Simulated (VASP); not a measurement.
# GaAs4 (Im-3m) in VASP: a series of runs

Runs on GaAs4. Level: PBE. Tasks: single point, relaxation of cell and atoms.

All numbers are computed with VASP 6.6.1; they aren't measurements. Logs are shortened: lines on timing, memory, paths and dates and some standing lists are left out, and cuts for length are marked.

### 1 The cell of the first run

Symmetry: Im-3m, No. 229, cubic system. The conventional cell has a = 6.022 Å, b = 6.022 Å, c = 6.022 Å, α = 90.00°, β = 90.00°, γ = 90.00°. Within 3.4 Å of Ga (site symmetry m-3m) lie 8 As at 2.61 Å. Within 3.4 Å of As (site symmetry -3m) lie 2 Ga at 2.61 Å and 6 As at 3.01 Å.

The cell was built from a structure type or drawn by symmetry, and may not be a known phase.

### 2 Single point, PBE

Contents of INCAR:

```
ALGO = Normal
EDIFF = 1E-7
ENCUT = 520
GGA = PE
ISIF = 2
ISMEAR = 0
LASPH = True
LCHARG = False
LREAL = False
LWAVE = False
NBANDS = 24
NELM = 100
PREC = Accurate
SIGMA = 0.1
```

Contents of KPOINTS:

```
k-points
0
Gamma
  4 4 4
```

Contents of POSCAR:

```
GaAs4
1.0
   -3.0109022700      3.0109022700      3.0109022700
    3.0109022700     -3.0109022700      3.0109022700
    3.0109022700      3.0109022700     -3.0109022700
Ga As
1 4
Direct
    0.0000000000      0.0000000000      0.0000000000
    0.0000000000      0.0000000000      0.5000000000
    0.5000000000      0.0000000000      0.0000000000
    0.5000000000      0.5000000000      0.5000000000
    0.0000000000      0.5000000000      0.0000000000
```

Potentials or basis: VASP PAW PBE potentials, release 64 (Ga_d, As).

Command:

```bash
$ cat potpaw_PBE.64/Ga_d/POTCAR potpaw_PBE.64/As/POTCAR > POTCAR
$ mpirun -np 1 vasp_std > vasp.out
```

OUTCAR:

```text
EDIFF = 1E-7
   ENCUT = 520
   GGA = PE
   ISIF = 2
   ISMEAR = 0
   LASPH = True
   LREAL = False
   NELM = 100
   PREC = Accurate

 ion  position               nearest neighbor table
   1  0.000  0.000  0.000-   2 2.61   3 2.61   4 2.61   5 2.61   2 2.61   5 2.61   3 2.61   4 2.61

   2  0.000  0.000  0.500-   1 2.61   1 2.61
   3  0.500  0.000  0.000-   1 2.61   1 2.61
   4  0.500  0.500  0.500-   1 2.61   1 2.61
   5  0.000  0.500  0.000-   1 2.61   1 2.61

  LATTYP: Found a body centered cubic cell.
 ALAT       =     6.0218045400

  Lattice vectors:

 A1 = (  -3.0109022700,   3.0109022700,   3.0109022700)
 A2 = (   3.0109022700,  -3.0109022700,   3.0109022700)
 A3 = (   3.0109022700,   3.0109022700,  -3.0109022700)

Analysis of symmetry for initial positions (statically):
=====================================================================
 Subroutine PRICEL returns:
 Original cell was already a primitive cell.

 Routine SETGRP: Setting up the symmetry group for a
 body centered cubic supercell.

 Subroutine GETGRP returns: Found 48 space group operations
 (whereof 48 operations were pure point group operations)
 out of a pool of 48 trial point group operations.

The static configuration has the point symmetry O_h .

Analysis of symmetry for dynamics (positions and initial velocities):
=====================================================================
 Subroutine PRICEL returns:
 Original cell was already a primitive cell.

 Routine SETGRP: Setting up the symmetry group for a
 body centered cubic supercell.

 Subroutine GETGRP returns: Found 48 space group operations
 (whereof 48 operations were pure point group operations)
 out of a pool of 48 trial point group operations.

The dynamic configuration has the point symmetry O_h .

 Subroutine INISYM returns: Found 48 space group operations
 (whereof 48 operations are pure point group operations),
 and found     1 'primitive' translations

----------------------------------------------------------------------------------------

                                     Primitive cell

  volume of cell :     109.1817

  direct lattice vectors                    reciprocal lattice vectors
    -3.010902270  3.010902270  3.010902270     0.000000000  0.166063178  0.166063178
     3.010902270 -3.010902270  3.010902270     0.166063178  0.000000000  0.166063178
     3.010902270  3.010902270 -3.010902270     0.166063178  0.166063178  0.000000000

[... 73 lines left out ...]
   LREAL  =      F    real-space projection
   EDIFFG = 0.1E-05   stopping-criterion for IOM
   NSW    =      0    number of steps for IOM
   IBRION =     -1    ionic relax: 0-MD 1-quasi-New 2-CG
   NFREE  =      0    steps in history (QN), initial steepest desc. (CG)
   ISIF   =      2    stress and relaxation
   ISYM   =      2    0-nonsym 1-usesym 2-fastsym
   POTIM  = 0.5000    time-step for ionic-motion
   TEBEG  =    0.0;   TEEND  =   0.0 temperature during run
   PSTRESS=    0.0 pullay stress
   NELECT =      33.0000    total number of electrons
   NUPDOWN=      -1.0000    fix difference up-down
   EMIN   =  10.00;   EMAX   =-10.00  energy-range for DOS
   EFERMI =   0.00;   METHOD = LEGACY
   ISMEAR =     0;   SIGMA  =   0.10  broadening in eV -4-tet -1-fermi 0-gaus
   EFERMI_NEDOS =   21; number of points for ismear=-14 and -15
   IALGO  =     38    algorithm
   IMIX   =      4    mixing-type and parameters
     AMIX     =   0.40;   BMIX     =  1.00
     AMIX_MAG =   1.60;   BMIX_MAG =  1.00
  volume/ion in A,a.u.               =      21.84       147.36
  Fermi-wavevector in a.u.,A,eV,Ry     =   1.098659  2.076164 16.422927  1.207051
  Thomas-Fermi vector in A             =   2.235040
   LORBIT       =      0    0 simple, 1 ext, 2 COOP (PROOUT), +10 PAW based schemes
   GGA     = PE    functional components
   LHFCALC =     F    Hartree Fock is set to
   AEXX    =    0.0000 exact exchange contribution
   IVDW    =     0    specifies the selected vdW correction
   LEPSILON=     F    determine dielectric tensor
   LRPA    =     F    only Hartree local field effects (RPA)
 non-spin polarized calculation
 Gauss-broadening in eV      SIGMA  =   0.10
  energy-cutoff  :      520.00
  volume of cell :      109.18
 maximum number of plane-waves:      2988
 NGX is ok and might be reduce to    40
   NGX = 19   NGY = 19   NGZ = 19

 number of electron      33.0000013 magnetization

 Free energy of the ion-electron system (eV)
  ---------------------------------------------------
  ext. energy  EPLUGINS =         0.00000000
  ---------------------------------------------------
  free energy    TOTEN  =       -19.69507735 eV

  energy without entropy =      -19.68914839  energy(sigma->0) =      -19.69211287

 E-fermi :   4.6880     XC(G=0):  -9.9542

 val. band max:        4.5697476692   @ k =   0.2500   0.2500   0.0000
 cond. band min:       4.8304651246   @ k =   0.5000   0.0000   0.0000
 fundamental gap:      0.2607174554
 Fermi energy:         4.6880170847

 k-point     1 :       0.0000    0.0000    0.0000
  band No.  band energies     occupation
      1     -10.4334      2.00000
      2     -10.4334      2.00000
      3     -10.4334      2.00000
      4     -10.3186      2.00000
      5     -10.3186      2.00000
      6      -9.1941      2.00000
[... 205 lines left out ...]
     23       8.6381      0.00000
     24       8.6381      0.00000

------------------------ aborting loop because EDIFF is reached ----------------------------------------

  FORCE on cell =-STRESS in cart. coord.  units (eV):
  Direction    XX          YY          ZZ          XY          YZ          ZX
  --------------------------------------------------------------------------------------
  -------------------------------------------------------------------------------------
  Total        1.3135906      1.3135906      1.3135906      0.0000000     -0.0000000     -0.0000000
  in kB       19.2761650     19.2761650     19.2761650      0.0000000     -0.0000000     -0.0000000
  external PRESSURE =      19.2761650 kB  Pullay stress =       0.0000000 kB

 VOLUME and BASIS-vectors are now :
 -----------------------------------------------------------------------------
  energy-cutoff  :      520.00
  volume of cell :      109.18
      direct lattice vectors                 reciprocal lattice vectors
    -3.010902270  3.010902270  3.010902270     0.000000000  0.166063178  0.166063178
     3.010902270 -3.010902270  3.010902270     0.166063178  0.000000000  0.166063178
     3.010902270  3.010902270 -3.010902270     0.166063178  0.166063178  0.000000000

 POSITION                                       TOTAL-FORCE (eV/Angst)
 -----------------------------------------------------------------------------------
      0.00000      0.00000      0.00000         0.000000      0.000000      0.000000
      1.50545      1.50545     -1.50545        -0.000000      0.000000      0.000000
     -1.50545      1.50545      1.50545         0.000000     -0.000000     -0.000000
      1.50545      1.50545      1.50545        -0.000000      0.000000     -0.000000
      1.50545     -1.50545      1.50545         0.000000     -0.000000      0.000000
 -----------------------------------------------------------------------------------
    total drift:                                0.000000     -0.000000      0.000000

  FREE ENERGIE OF THE ION-ELECTRON SYSTEM (eV)
  ---------------------------------------------------
  free  energy   TOTEN  =       -19.6950773541 eV

  energy  without entropy=      -19.6891483946  energy(sigma->0) =      -19.69211287
```

stdout:

```text
POSCAR found type information on POSCAR GaAs
 POSCAR found :  2 types and       5 ions
 scaLAPACK will be used
 LDA part: xc-table for (Slater+PW92), standard interpolation
 POSCAR, INCAR and KPOINTS ok, starting setup
 FFT: planning ... GRIDC
 FFT: planning ... GRID_SOFT
 FFT: planning ... GRID
 WAVECAR not read
 entering main loop
```

Wall time 20 s (1 thread of Intel Xeon 6975P-C (Granite Rapids), shared host); peak memory 0.23 GiB.

What came out:

```
Free energy            : -19.6951 eV
Pressure               : 1.9 GPa
Band gap on the k mesh : zero (an odd number of electrons rules out a gap without spin polarisation)
```

Levels at points of the mesh, in eV from the Fermi level:
```csv
k point,band 13,band 14,band 15,band 16,band 17,band 18,band 19,band 20
"(0.00, 0.00, 0.00)",-3.40,-3.36,-3.36,-3.36,1.97,1.97,1.97,2.87
"(0.50, 0.00, 0.00)",-2.36,-1.51,-1.39,-1.26,-0.44,0.14,0.51,2.57
"(0.50, 0.50, 0.50)",-2.07,-2.07,-2.07,2.67,2.67,2.67,3.39,3.39
```

Caveat: the k points lie up to 0.37 Å⁻¹ apart, too coarse for converged energies and pressures of a metal.

### 3 Single point, PBE

This run uses another cell than the first one, of 22.31 Å³/atom.

Contents of INCAR:

```
  ALGO = Normal
  EDIFF = 1E-7
  ENCUT = 520
  GGA = PE
  ISIF = 2
  ISMEAR = 0
  LASPH = T
  LCHARG = F
  LREAL = F
  LWAVE = F
  NBANDS = 24
  NELM = 100
  PREC = Accurate
  SIGMA = 0.1
```

Contents of KPOINTS:

```
k-points
0
Gamma
  10 10 10
```

Edit POSCAR of step 2 so:

```diff
@@ -2,5 +2,5 @@
 1.0
-   -3.0109022700      3.0109022700      3.0109022700
-    3.0109022700     -3.0109022700      3.0109022700
-    3.0109022700      3.0109022700     -3.0109022700
+   -3.0325937913      3.0325937913      3.0325937913
+    3.0325937913     -3.0325937913      3.0325937913
+    3.0325937913      3.0325937913     -3.0325937913
 Ga As
```

Potentials or basis: VASP PAW PBE potentials, release 64 (Ga_d, As).

Command:

```bash
$ cat potpaw_PBE.64/Ga_d/POTCAR potpaw_PBE.64/As/POTCAR > POTCAR
$ mpirun -np 1 vasp_std > vasp.out
```

OUTCAR:

```text
EDIFF = 1E-7
   ENCUT = 520
   GGA = PE
   ISIF = 2
   ISMEAR = 0
   LASPH = T
   LREAL = F
   NELM = 100
   PREC = Accurate

 ion  position               nearest neighbor table
   1  0.000  0.000  0.000-   2 2.63   3 2.63   4 2.63   5 2.63   2 2.63   5 2.63   3 2.63   4 2.63

   2  0.000  0.000  0.500-   1 2.63   1 2.63
   3  0.500  0.000  0.000-   1 2.63   1 2.63
   4  0.500  0.500  0.500-   1 2.63   1 2.63
[... 851 lines left out ...]
  Direction    XX          YY          ZZ          XY          YZ          ZX
  --------------------------------------------------------------------------------------
  -------------------------------------------------------------------------------------
  Total        0.0598030      0.0598030      0.0598030     -0.0000000     -0.0000000     -0.0000000
  in kB        0.8588769      0.8588769      0.8588769     -0.0000000     -0.0000000     -0.0000000
  external PRESSURE =       0.8588769 kB  Pullay stress =       0.0000000 kB

 VOLUME and BASIS-vectors are now :
 -----------------------------------------------------------------------------
  energy-cutoff  :      520.00
  volume of cell :      111.56
      direct lattice vectors                 reciprocal lattice vectors
    -3.032593791  3.032593791  3.032593791     0.000000000  0.164875362  0.164875362
     3.032593791 -3.032593791  3.032593791     0.164875362  0.000000000  0.164875362
     3.032593791  3.032593791 -3.032593791     0.164875362  0.164875362  0.000000000

 POSITION                                       TOTAL-FORCE (eV/Angst)
 -----------------------------------------------------------------------------------
      0.00000      0.00000      0.00000        -0.000000      0.000000      0.000000
      1.51630      1.51630     -1.51630         0.000000     -0.000000      0.000000
     -1.51630      1.51630      1.51630         0.000000     -0.000000      0.000000
      1.51630      1.51630      1.51630        -0.000000      0.000000     -0.000000
      1.51630     -1.51630      1.51630        -0.000000     -0.000000     -0.000000
 -----------------------------------------------------------------------------------
    total drift:                                0.000000     -0.000000      0.000000

  FREE ENERGIE OF THE ION-ELECTRON SYSTEM (eV)
  ---------------------------------------------------
  free  energy   TOTEN  =       -19.6074076567 eV

  energy  without entropy=      -19.5947789896  energy(sigma->0) =      -19.60109332
```

stdout:

```text
POSCAR found type information on POSCAR GaAs
 POSCAR found :  2 types and       5 ions
 scaLAPACK will be used
 LDA part: xc-table for (Slater+PW92), standard interpolation
 POSCAR, INCAR and KPOINTS ok, starting setup
 FFT: planning ... GRIDC
 FFT: planning ... GRID_SOFT
 FFT: planning ... GRID
 WAVECAR not read
 entering main loop
```

Run time: 73 s. Hardware: 1 thread of Intel Xeon 6975P-C (Granite Rapids), shared host; peak memory 0.3 GiB.

What came out:

* Free energy: -19.6074 eV
* Pressure: 0.1 GPa
* Band gap on the k mesh: zero (an odd number of electrons rules out a gap without spin polarisation)

Levels at points of the mesh, in eV from the Fermi level:
```
           k point  band 13  band 14  band 15  band 16  band 17  band 18  band 19  band 20
(0.00, 0.00, 0.00)    -3.48    -3.25    -3.25    -3.25     1.93     1.93     1.93     2.96
(0.50, 0.00, 0.00)    -2.28    -1.45    -1.35    -1.32    -0.46     0.16     0.49     2.45
(0.50, 0.50, 0.50)    -2.04    -2.04    -2.04     2.62     2.62     2.62     3.28     3.28
```

### 4 Relaxation of cell and atoms, PBE

Contents of INCAR:

```
PREC     = Accurate       # precision mode
ENCUT    = 600            # plane-wave cutoff, eV
EDIFF    = 1E-6           # SCF threshold, eV
ISMEAR   = 0              # smearing method
SIGMA    = 0.1            # smearing width, eV
LREAL    = False          # projectors in reciprocal space
LASPH    = True           # aspherical terms in the spheres
NELM     = 100            # most SCF steps
ALGO     = Normal         # electronic algorithm
ISIF     = 3              # what is computed and relaxed
LWAVE    = False          # write WAVECAR
LCHARG   = False          # write CHGCAR
GGA      = PE             # functional
IBRION   = 2              # ionic algorithm
NSW      = 100            # ionic steps
EDIFFG   = -0.01          # ionic threshold
```

Contents of KPOINTS:

```
regular mesh
0
Gamma
  10 10 10
```

Edit POSCAR of step 3 so:

```diff
@@ -2,5 +2,5 @@
 1.0
-   -3.0325937913      3.0325937913      3.0325937913
-    3.0325937913     -3.0325937913      3.0325937913
-    3.0325937913      3.0325937913     -3.0325937913
+   -3.0109022700      3.0109022700      3.0109022700
+    3.0109022700     -3.0109022700      3.0109022700
+    3.0109022700      3.0109022700     -3.0109022700
 Ga As
```

Command:

```bash
$ cat potpaw_PBE.64/Ga_d/POTCAR potpaw_PBE.64/As/POTCAR > POTCAR
$ mpirun -np 1 vasp_std > vasp.out
```

Wall time 2.3 min (1 thread of Intel Xeon 6975P-C (Granite Rapids), shared host); peak memory 0.34 GiB.

Results (log left out):

```yaml
Free_energy: -19.6072 eV
Relaxed_volume: 22.34 Å³/atom
Relaxed_cell: a = 5.255 Å, b = 5.255 Å, c = 5.255 Å, α = 109.47°, β = 109.47°, γ = 109.47°
Space_group_after_relaxing_to_0.1_Å: Im-3m (No. 229)
Energy_gained_by_relaxing: 2.4 meV/atom
Ionic_steps: 3
Pressure_after_relaxing: 0.0 GPa
Band_gap_on_the_k_mesh: zero (an odd number of electrons rules out a gap without spin polarisation)
```

Step by step:
```tsv
step	energy change (eV)	largest force (eV/Å)	pressure (GPa)	volume (Å³)
1	0.0000	0.0000	1.56	109.18
2	-0.0105	0.0000	-0.50	112.57
3	-0.0118	0.0000	0.01	111.68
```

Final structure:
```
Ga As
1.0
    -3.03371    3.03371    3.03371
     3.03371   -3.03371    3.03371
     3.03371    3.03371   -3.03371
Ga As
1 4
Cartesian
  0.0000 0.0000 0.0000
  1.5169 1.5169 -1.5169
  -1.5169 1.5169 1.5169
  1.5169 1.5169 1.5169
  1.5169 -1.5169 1.5169
```

Levels at points of the mesh, in eV from the Fermi level:
| k point | band 13 | band 14 | band 15 | band 16 | band 17 | band 18 | band 19 | band 20 |
| --- | --- | --- | --- | --- | --- | --- | --- | --- |
| (0.00, 0.00, 0.00) | -3.48 | -3.25 | -3.25 | -3.25 | 1.92 | 1.92 | 1.92 | 2.96 |
| (0.50, 0.00, 0.00) | -2.28 | -1.45 | -1.34 | -1.32 | -0.46 | 0.16 | 0.49 | 2.44 |
| (0.50, 0.50, 0.50) | -2.04 | -2.04 | -2.04 | 2.62 | 2.62 | 2.62 | 3.27 | 3.27 |

### 5 The runs side by side

| task | cell | k mesh | cutoff (eV) | gap on the mesh (eV) | pressure (GPa) |
| --- | --- | --- | --- | --- | --- |
| single point | a = 5.215 Å, angles 109.5°, 5 atoms | 4 × 4 × 4 | 520 | none | 1.9 |
| single point | a = 5.253 Å, angles 109.5°, 5 atoms | 10 × 10 × 10 | 520 | none | 0.1 |
| relaxation of cell and atoms | relaxed from a = 5.215 Å, angles 109.5°, 5 atoms | 10 × 10 × 10 | 600 | none | 0.0 |

Alike in all rows: level PBE; potentials or basis VASP PAW PBE potentials, release 64 (Ga_d, As); no spin polarisation; smearing gaussian 0.1 eV.

Caveats: some runs use coarse meshes.

Total energies depend on the potentials used, so only differences within one code and one set of settings carry meaning.
